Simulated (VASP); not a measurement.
A run of VASP 6.6.1:

INCAR

```
  PREC = Accurate
  ENCUT = 520
  EDIFF = 1E-6
  ISMEAR = 0
  SIGMA = 0.15
  LREAL = F
  LASPH = T
  NELM = 80
  ALGO = Normal
  ISIF = 2
  LWAVE = F
  LCHARG = F
  GGA = PS
  NBANDS = 8
```

File KPOINTS:

```
regular mesh
0
Gamma
  12 12 12
```

The input POSCAR:

```
P
1.0
    4.4865501003      0.0000000000      0.0000000000
    0.0000000000      4.4865501003      0.0000000000
    0.0000000000      0.0000000000      4.5969000000
P
1
Direct
    0.0000000000      0.0000000000      0.0000000000
```

Potentials or basis: VASP PAW PBE potentials, release 64 (P).

Launch:

```bash
$ cat potpaw_PBE.64/P/POTCAR > POTCAR
$ mpirun -np 1 vasp_std > vasp.out
```

Hardware: 1 thread of AMD EPYC 7R43 64-Core Processor (Zen 3) (shared host).

Problem. Estimate the wall time of this run.

Solution. Wall time 2 min on 1 thread of AMD EPYC 7R43 64-Core Processor (Zen 3) (shared host), peak memory 0.24 GiB. Counts: scf iterations 12, k points 196.
